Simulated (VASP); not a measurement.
# SnSe2 (P-3m1) in VASP: further runs

SnSe2 is run at these levels: r2SCAN; tasks: single point.

All numbers are computed with VASP 6.6.1; they aren't measurements. Logs are shortened: lines on timing, memory, paths and dates and some standing lists are left out, and cuts for length are marked.

### Step 1. The cell of the first run

Symmetry: P-3m1, No. 164, trigonal system. The conventional cell has a = 4.011 Å, b = 4.011 Å, c = 5.900 Å, α = 90.00°, β = 90.00°, γ = 120.00°. Within 3.6 Å of Sn (site symmetry -3m) lie 6 Se at 2.77 Å. Within 4.1 Å of Se (site symmetry 3m) lie 3 Sn at 2.77 Å and 12 Se at 3.69 to 4.01 Å.

### Step 2. Single point, r2SCAN (epitaxial xy strain +4.9%)

File POSCAR:

```
SnSe2
1.0
    4.0110667974      0.0000000000      0.0000000000
   -2.0055333987      3.4736857428      0.0000000000
    0.0000000000      0.0000000000      5.8996357542
Sn Se
1 2
Direct
    0.0000000000      0.0000000000      0.0000000000
    0.3333333333      0.6666666667      0.2565719651
    0.6666666667      0.3333333333      0.7434280349
```

File INCAR.step1:

```
SYSTEM = SnSe2
  PREC = Accurate
  ENCUT = 520
  ISMEAR = -1
  SIGMA = 0.02
  LREAL = .FALSE.
  LASPH = .TRUE.
  NELM = 100
  NBANDS = 20
  GGA = PE
  ALGO = Normal
  EDIFF = 1E-4
  LWAVE = .TRUE.
  LCHARG = .FALSE.
```

File INCAR.step2:

```
SYSTEM = SnSe2
  PREC = Accurate
  ENCUT = 520
  EDIFF = 1E-6
  ISMEAR = -1
  SIGMA = 0.02
  LREAL = .FALSE.
  LASPH = .TRUE.
  NELM = 100
  ALGO = Normal
  ISIF = 2
  LWAVE = .FALSE.
  LCHARG = .FALSE.
  METAGGA = R2SCAN
  LMIXTAU = .TRUE.
  NBANDS = 20
  ISTART = 1
```

File KPOINTS:

```
regular mesh
0
G
  12 12 4
  0 0 0
```

Potentials or basis: VASP PAW PBE potentials, release 64 (Sn_d, Se).

The run is started by

```bash
> cat potpaw_PBE.64/Sn_d/POTCAR potpaw_PBE.64/Se/POTCAR > POTCAR
> cp INCAR.step1 INCAR
> mpirun -np 1 vasp_std > vasp.out
> cp INCAR.step2 INCAR
> mpirun -np 1 vasp_std > vasp.out
```

OUTCAR:

```text
SYSTEM = SnSe2
   PREC = Accurate
   ENCUT = 520
   EDIFF = 1E-6
   ISMEAR = -1
   LREAL = .FALSE.
   LASPH = .TRUE.
   NELM = 100
   ISIF = 2
   METAGGA = R2SCAN
   ISTART = 1

 ion  position               nearest neighbor table
   1  0.000  0.000  0.000-   2 2.77   3 2.77   2 2.77   3 2.77   3 2.77   2 2.77
   2  0.333  0.667  0.257-   1 2.77   1 2.77   1 2.77
   3  0.667  0.333  0.743-   1 2.77   1 2.77   1 2.77

  LATTYP: Found a hexagonal cell.
 ALAT       =     4.0110667974
 C/A-ratio  =     1.4708395677

  Lattice vectors:

 A1 = (   4.0110667974,   0.0000000000,   0.0000000000)
 A2 = (  -2.0055333987,   3.4736857428,   0.0000000000)
 A3 = (   0.0000000000,   0.0000000000,   5.8996357542)

Analysis of symmetry for initial positions (statically):
=====================================================================
 Subroutine PRICEL returns:
 Original cell was already a primitive cell.

 Routine SETGRP: Setting up the symmetry group for a
 hexagonal supercell.

 Subroutine GETGRP returns: Found 12 space group operations
 (whereof 12 operations were pure point group operations)
 out of a pool of 24 trial point group operations.

The static configuration has the point symmetry D_3d.

Analysis of symmetry for dynamics (positions and initial velocities):
=====================================================================
 Subroutine PRICEL returns:
 Original cell was already a primitive cell.

 Routine SETGRP: Setting up the symmetry group for a
 hexagonal supercell.

 Subroutine GETGRP returns: Found 12 space group operations
 (whereof 12 operations were pure point group operations)
 out of a pool of 24 trial point group operations.

The dynamic configuration has the point symmetry D_3d.

 Subroutine INISYM returns: Found 12 space group operations
 (whereof 12 operations are pure point group operations),
 and found     1 'primitive' translations

----------------------------------------------------------------------------------------

                                     Primitive cell

  volume of cell :      82.2007

  direct lattice vectors                    reciprocal lattice vectors
     4.011066797  0.000000000  0.000000000     0.249310234  0.143939330  0.000000000
    -2.005533399  3.473685743  0.000000000     0.000000000  0.287878661  0.000000000
     0.000000000  0.000000000  5.899635754     0.000000000  0.000000000  0.169501990

  length of vectors
     4.011066797  4.011066797  5.899635754     0.287878661  0.287878661  0.169501990

  position of ions in fractional coordinates (direct lattice)
     0.000000000  0.000000000  0.000000000
     0.333333333  0.666666667  0.256571965
     0.666666667  0.333333333  0.743428035

  ion indices of the primitive-cell ions
   primitive index   ion index
                 1           1
                 2           2
                 3           3

----------------------------------------------------------------------------------------

 KPOINTS: regular mesh

Automatic generation of k-mesh.
 Grid dimensions read from file:
 generate k-points for:   12   12    4

 Generating k-lattice:

  Cartesian coordinates                     Fractional coordinates (reciprocal lattice)
     0.020775853  0.011994944  0.000000000     0.083333333  0.000000000  0.000000000
     0.000000000  0.023989888  0.000000000     0.000000000  0.083333333  0.000000000
     0.000000000  0.000000000  0.042375497     0.000000000  0.000000000  0.250000000

  Length of vectors
     0.023989888  0.023989888  0.042375497

  Shift w.r.t. Gamma in fractional coordinates (k-lattice)
     0.000000000  0.000000000  0.000000000

 Subroutine IBZKPT returns following result:
 ===========================================

 Found     69 irreducible k-points:

 Following reciprocal coordinates:
            Coordinates               Weight
  0.000000  0.000000  0.000000      1.000000
  0.083333 -0.000000  0.000000      6.000000
  0.166667  0.000000  0.000000      6.000000
  0.250000  0.000000  0.000000      6.000000
  0.333333 -0.000000  0.000000      6.000000
  0.416667  0.000000  0.000000      6.000000
[... 16 lines left out ...]
  0.166667  0.000000  0.250000      6.000000
  0.000000  0.166667  0.250000      6.000000
 [... further k-points ...]
   k-points           NKPTS =     69   k-points in BZ     NKDIM =     69   number of bands    NBANDS=     20
   number of dos      NEDOS =    301   number of ions     NIONS =      3
   total plane-waves  NPLWV =  43200
   dimension x,y,z NGX =    30 NGY =   30 NGZ =   48
   dimension x,y,z NGXF=    60 NGYF=   60 NGZF=   96
   ions per type =               1   2
   NGX,Y,Z   is equivalent  to a cutoff of  12.43, 12.43, 13.53 a.u.
   NGXF,Y,Z  is equivalent  to a cutoff of  24.87, 24.87, 27.05 a.u.
 SYSTEM =  SnSe2
   PREC   = accura    normal or accurate (medium, high low for compatibility)
   ISTART =      1    job   : 0-new  1-cont  2-samecut
   ICHARG =      0    charge: 1-file 2-atom 10-const
   ISPIN  =      1    spin polarized calculation?
   LNONCOLLINEAR =      F non collinear calculations
   LSORBIT =      F    spin-orbit coupling
   LASPH  =      T    aspherical Exc in radial PAW
   ENCUT  =  520.0 eV  38.22 Ry    6.18 a.u.   7.46  7.46 10.97*2*pi/ulx,y,z
   NELM   =    100;   NELMIN=  2; NELMDL=  0     # of ELM steps
   EDIFF  = 0.1E-05   stopping-criterion for ELM
   LREAL  =      F    real-space projection
   EDIFFG = 0.1E-04   stopping-criterion for IOM
   NSW    =      0    number of steps for IOM
   IBRION =     -1    ionic relax: 0-MD 1-quasi-New 2-CG
   NFREE  =      0    steps in history (QN), initial steepest desc. (CG)
   ISIF   =      2    stress and relaxation
   ISYM   =      2    0-nonsym 1-usesym 2-fastsym
   POTIM  = 0.5000    time-step for ionic-motion
   TEBEG  =    0.0;   TEEND  =   0.0 temperature during run
   PSTRESS=    0.0 pullay stress
   NELECT =      26.0000    total number of electrons
   NUPDOWN=      -1.0000    fix difference up-down
   EMIN   =  10.00;   EMAX   =-10.00  energy-range for DOS
   EFERMI =   0.00;   METHOD = LEGACY
   ISMEAR =    -1;   SIGMA  =   0.02  broadening in eV -4-tet -1-fermi 0-gaus
   EFERMI_NEDOS =   21; number of points for ismear=-14 and -15
   IALGO  =     38    algorithm
   IMIX   =      4    mixing-type and parameters
     AMIX     =   0.40;   BMIX     =  1.00
     AMIX_MAG =   1.60;   BMIX_MAG =  1.00
  volume/ion in A,a.u.               =      27.40       184.91
  Fermi-wavevector in a.u.,A,eV,Ry     =   1.115426  2.107849 16.928029  1.244175
  Thomas-Fermi vector in A             =   2.252030
   LORBIT       =      0    0 simple, 1 ext, 2 COOP (PROOUT), +10 PAW based schemes
   METAGGA = R2SCAN    functional components
   LHFCALC =     F    Hartree Fock is set to
   AEXX    =    0.0000 exact exchange contribution
   IVDW    =     0    specifies the selected vdW correction
   LEPSILON=     F    determine dielectric tensor
   LRPA    =     F    only Hartree local field effects (RPA)
 non-spin polarized calculation
  energy-cutoff  :      520.00
  volume of cell :       82.20
 maximum number of plane-waves:      2254
 NGX is ok and might be reduce to    30
   NGX = 15   NGY = 15   NGZ = 21

 number of electron      25.9999988 magnetization

 Free energy of the ion-electron system (eV)
  ---------------------------------------------------
  ext. energy  EPLUGINS =         0.00000000
  ---------------------------------------------------
  free energy    TOTEN  =       -54.51604627 eV

  energy without entropy =      -54.51604259  energy(sigma->0) =      -54.51604443

 E-fermi :   3.8426     XC(G=0):  -9.7612

 val. band max:        3.6918736638   @ k =   0.0000   0.0000   0.0000
 cond. band min:       3.9562512282   @ k =   0.0000   0.0000   0.0000
 fundamental gap:      0.2643775645
 Fermi energy:         3.8426110454

 k-point     1 :       0.0000    0.0000    0.0000
  band No.  band energies     occupation
      1     -18.6095      2.00000
      2     -18.6095      2.00000
      3     -18.5799      2.00000
      4     -18.5627      2.00000
      5     -18.5626      2.00000
      6     -10.6403      2.00000
[... 12 lines left out ...]
     19      12.5912      0.00000
     20      12.5912      0.00000

 k-point     2 :       0.0833   -0.0000    0.0000
  band No.  band energies     occupation
      1     -18.6122      2.00000
      2     -18.6086      2.00000
      3     -18.5787      2.00000
      4     -18.5631      2.00000
      5     -18.5618      2.00000
      6     -10.5805      2.00000
[... 12 lines left out ...]
     19      12.5925      0.00000
     20      12.6542      0.00000

 k-point     3 :       0.1667    0.0000    0.0000
  band No.  band energies     occupation
      1     -18.6199      2.00000
      2     -18.6065      2.00000
      3     -18.5756      2.00000
      4     -18.5639      2.00000
      5     -18.5590      2.00000
      6     -10.4057      2.00000
[... 12 lines left out ...]
     19      11.9015      0.00000
     20      12.7539      0.00000

 k-point     4 :       0.2500    0.0000    0.0000
  band No.  band energies     occupation
      1     -18.6306      2.00000
      2     -18.6044      2.00000
      3     -18.5733      2.00000
      4     -18.5629      2.00000
      5     -18.5543      2.00000
      6     -10.1308      2.00000
[... 12 lines left out ...]
     19      11.6414      0.00000
     20      13.0525      0.00000

 k-point     5 :       0.3333   -0.0000    0.0000
  band No.  band energies     occupation
      1     -18.6415      2.00000
      2     -18.6031      2.00000
      3     -18.5737      2.00000
      4     -18.5591      2.00000
      5     -18.5487      2.00000
      6      -9.7886      2.00000
[... 12 lines left out ...]
     19      12.1874      0.00000
     20      13.7974      0.00000
[... 353 lines left out ...]
      6     -10.4667      2.00000
[... 12 lines left out ...]
     19      12.4087      0.00000
     20      12.4402      0.00000

 k-point    22 :       0.0000    0.0833    0.2500
  band No.  band energies     occupation
      1     -18.6122      2.00000
      2     -18.6086      2.00000
      3     -18.5786      2.00000
      4     -18.5631      2.00000
      5     -18.5618      2.00000
      6     -10.4666      2.00000
[... 12 lines left out ...]
     19      12.0747      0.00000
     20      12.4430      0.00000

 k-point    23 :       0.1667    0.0000    0.2500
  band No.  band energies     occupation
      1     -18.6200      2.00000
      2     -18.6064      2.00000
      3     -18.5756      2.00000
      4     -18.5639      2.00000
      5     -18.5590      2.00000
      6     -10.2952      2.00000
[... 12 lines left out ...]
     19      12.2345      0.00000
     20      12.9791      0.00000

 k-point    24 :       0.0000    0.1667    0.2500
  band No.  band energies     occupation
      1     -18.6200      2.00000
      2     -18.6065      2.00000
      3     -18.5756      2.00000
      4     -18.5639      2.00000
      5     -18.5589      2.00000
      6     -10.2950      2.00000
[... 12 lines left out ...]
     19      12.0369      0.00000
     20      12.2761      0.00000

 [... further k-points ...]
[... 5 lines left out ...]
  --------------------------------------------------------------------------------------
  -------------------------------------------------------------------------------------
  Total       -2.1117638     -2.1117638      0.4597949     -0.0000000      0.0000000      0.0000000
  in kB      -41.1604679    -41.1604679      8.9618801     -0.0000000      0.0000000      0.0000000
  external PRESSURE =     -24.4530186 kB  Pullay stress =       0.0000000 kB

 VOLUME and BASIS-vectors are now :
 -----------------------------------------------------------------------------
  energy-cutoff  :      520.00
  volume of cell :       82.20
      direct lattice vectors                 reciprocal lattice vectors
     4.011066797  0.000000000  0.000000000     0.249310234  0.143939330  0.000000000
    -2.005533399  3.473685743  0.000000000     0.000000000  0.287878661  0.000000000
     0.000000000  0.000000000  5.899635754     0.000000000  0.000000000  0.169501990

 POSITION                                       TOTAL-FORCE (eV/Angst)
 -----------------------------------------------------------------------------------
      0.00000      0.00000      0.00000        -0.000000      0.000000      0.000000
     -0.00000      2.31579      1.51368         0.000000     -0.000000     -0.010224
      2.00553      1.15790      4.38595        -0.000000      0.000000      0.010224
 -----------------------------------------------------------------------------------
    total drift:                                0.000000      0.000000     -0.000000

  FREE ENERGIE OF THE ION-ELECTRON SYSTEM (eV)
  ---------------------------------------------------
  free  energy   TOTEN  =       -54.5160462728 eV

  energy  without entropy=      -54.5160425897  energy(sigma->0) =      -54.51604443
```

Wall time 10 min (1 thread of Intel Xeon 8259CL, shared host); peak memory 0.28 GiB.

What came out:

```yaml
Free_energy: -54.5160 eV
Pressure: -2.4 GPa
Largest_force: 0.010 eV/Å
Band_gap_on_the_k_mesh: 0.26 eV
```

Forces on the atoms (eV/Å):
```
Sn   0.000  0.000  0.000
Se   0.000  0.000 -0.010
Se   0.000  0.000  0.010
```

Stress tensor (GPa, compression positive):
```
-4.12  0.00  0.00
 0.00 -4.12  0.00
 0.00  0.00  0.90
```

Levels at points of the mesh, in eV from the valence-band top:
| k point | band 11 | band 12 | band 13 | band 14 | band 15 | band 16 |
| --- | --- | --- | --- | --- | --- | --- |
| (0.00, 0.00, 0.00) | -1.11 | -1.11 | 0.00 | 0.26 | 2.57 | 4.26 |
| (0.50, 0.00, 0.00) | -3.07 | -1.49 | -0.71 | 0.88 | 3.64 | 5.13 |
| (0.00, 0.00, 0.50) | -1.45 | -0.87 | -0.87 | 1.73 | 2.50 | 3.85 |
| (0.50, 0.00, 0.50) | -1.99 | -1.28 | -1.22 | 0.79 | 4.21 | 5.11 |

Caveat: the cell differs from its parent crystal (epitaxial xy strain +4.9%); the stress differs along the axes, from -4 to 1 GPa; semilocal functionals underestimate gaps, and a narrow one can read as zero; the PAW data sets were made with another functional, which shifts forces and pressure a little; spin-orbit coupling is left out, which moves the levels of the heavy elements. A k mesh can miss the band edges.

[end of part 1 of 2]
